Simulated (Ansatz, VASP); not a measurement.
## Two plane-wave programs on SnO

INCAR

```
SYSTEM = SnO
  PREC = Accurate
  ENCUT = 520
  EDIFF = 1E-6
  ISMEAR = 0
  SIGMA = 0.05
  LREAL = .FALSE.
  LASPH = .TRUE.
  NELM = 120
  ALGO = Normal
  ISIF = 2
  LWAVE = .FALSE.
  LCHARG = .FALSE.
  LDIPOL = .TRUE.
  IDIPOL = 3
  DIPOL = 0.5 0.5 0.408
  GGA = PE
  IVDW = 12
  NBANDS = 50
  GGA_COMPAT = .FALSE.
  NELMDL = -8
```

File KPOINTS:

```
Automatic mesh
0
G
  7 7 1
  0 0 0
```

The input POSCAR:

```
SnO
1.0
    3.8201630995      0.0000000000      0.0000000000
    0.0000000000      3.8201630995      0.0000000000
    0.0000000000      0.0000000000     22.2260821294
Sn O
4 4
Direct
    0.7500000000      0.2500000000      0.2024648327
    0.2500000000      0.7500000000      0.3087832136
    0.7500000000      1.2500000000      0.5067488278
    0.2500000000      1.7500000000      0.6130672086
    0.2500000000      0.2500000000      0.2556240231
    0.7500000000      0.7500000000      0.2556240231
    0.2500000000      1.2500000000      0.5599080182
    0.7500000000      1.7500000000      0.5599080182
```

Input for Ansatz:

```yaml
crystal:
  lattice:
    - [3.8201630995, 0.0, 0.0]
    - [0.0, 3.8201630995, 0.0]
    - [0.0, 0.0, 22.2260821294]
  atoms:
    - { symbol: Sn, position: [0.75, 0.25, 0.2024648327] }
    - { symbol: O, position: [0.25, 0.25, 0.2556240231] }
    - { symbol: O, position: [0.75, 0.75, 0.2556240231] }
    - { symbol: Sn, position: [0.25, 0.75, 0.3087832136] }
    - { symbol: Sn, position: [0.75, 1.25, 0.5067488278] }
    - { symbol: O, position: [0.25, 1.25, 0.5599080182] }
    - { symbol: O, position: [0.75, 1.75, 0.5599080182] }
    - { symbol: Sn, position: [0.25, 1.75, 0.6130672086] }
basis:
  ecutwfc: 420
kpoints:
  mp_grid: { grid: [7, 7, 1] }
hamiltonian:
  xc: pbe
  pseudopotentials: { kind: paw, azcp: { folder: soft_1 } }
  dispersion: d3bj
scf:
  occupations: { method: gaussian, width: 0.05 }
output:
  forces: true
  eigenvalues: true
efield:
  axis: 3
  dipole_correction: true
  ramp_width: 0.04
```

Alike in both runs: task single point; functional PBE; dispersion D3(BJ); k mesh 7 × 7 × 1; occupations gaussian, width 0.05 eV; no spin polarisation.

|  | VASP | Ansatz |
| --- | --- | --- |
| version | VASP 6.6.1 | Ansatz 0.2.0 |
| potentials or method | VASP PAW PBE potentials, release 64 (Sn_d, O), cutoff 520 eV | scalar-relativistic, plane waves, PAW |
| valence electrons in the cell | 80 | 80 |

|  | VASP | Ansatz | Ansatz less VASP |
| --- | --- | --- | --- |
| gap on the k mesh at the Fermi level (eV) | 2.61 | 2.65 | +0.045 |
| least direct gap on the mesh (eV) | 2.63 | 2.67 | +0.043 |
| rms of the force components (eV/Å) | 0.057 | 0.024 | -0.0326 |
